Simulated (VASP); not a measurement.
Wanted: the native input for a VASP 6.6.1 run.

| Quantity | Value |
| --- | --- |
| Task | relaxation of cell and atoms |
| Functional | PBE |
| Potentials or basis | VASP PAW PBE potentials, release 64 (Hf_pv, O) |
| Cutoff | 600 eV |
| k mesh | 4 × 4 × 4 |
| Occupations | gaussian, width 0.1 eV |
| Spin | no spin polarisation |
| Dipole correction | no |
| Further INCAR settings | ALGO = Normal; EDIFF = 1e-07; IBRION = 2; EDIFFG = -0.04; NSW = 90; ISIF = 3 |

The structure of HfO2 lies in POSCAR:

```
HfO2
1.0
    5.2194633500      0.0000000000      0.0000000000
    0.0000000000      5.0047636000      0.0000000000
    0.0000000000      0.0000000000      5.0326852800
Hf O
4 8
Direct
    0.5330060100      0.2674791800      0.2414403600
    0.9669939900      0.2674791800      0.7414403600
    0.0330060100      0.7325208200      0.2414403600
    0.4669939900      0.7325208200      0.7414403600
    0.8678725400      0.0713546000      0.3792672500
    0.6321274600      0.0713546000      0.8792672500
    0.2339485300      0.4601169500      0.4922924000
    0.2660514700      0.4601169500      0.9922924000
    0.7660514700      0.5398830500      0.9922924000
    0.7339485300      0.5398830500      0.4922924000
    0.3678725400      0.9286454000      0.3792672500
    0.1321274600      0.9286454000      0.8792672500
```

The input as run:

INCAR

```
SYSTEM = HfO2
ALGO = Normal
EDIFF = 1E-7
EDIFFG = -0.04
ENCUT = 600
GGA = PE
IBRION = 2
ISIF = 3
ISMEAR = 0
LASPH = .True.
LCHARG = .False.
LREAL = .False.
LWAVE = .False.
NELM = 100
NSW = 90
PREC = Accurate
SIGMA = 0.1
```

KPOINTS

```
k-points
0
Gamma
  4 4 4
  0 0 0
```

Potentials or basis: VASP PAW PBE potentials, release 64 (Hf_pv, O).

Launch:

```console
$ cat potpaw_PBE.64/Hf_pv/POTCAR potpaw_PBE.64/O/POTCAR > POTCAR
$ mpirun -np 1 vasp_std > vasp.out
```

It gave:

```yaml
Relaxed_volume: 11.22 Å³/atom
Relaxed_cell: a = 5.261 Å, b = 5.044 Å, c = 5.075 Å, α = 90.00°, β = 90.00°, γ = 90.00°
Space_group_after_relaxing_to_0.1_Å: Pca2_1 (No. 29)
Energy_gained_by_relaxing: 4.9 meV/atom
Ionic_steps: 7
Pressure_after_relaxing: -0.1 GPa
Largest_force_after_relaxing: 0.033 eV/Å
Band_gap_on_the_k_mesh: 4.39 eV (least direct gap 4.58 eV)
```

Caveat: spin-orbit coupling is left out, which moves the levels of the heavy elements.

Wall time 14 min on 1 thread of AMD EPYC 7R13 Processor (Zen 3) (shared host), peak memory 0.33 GiB.
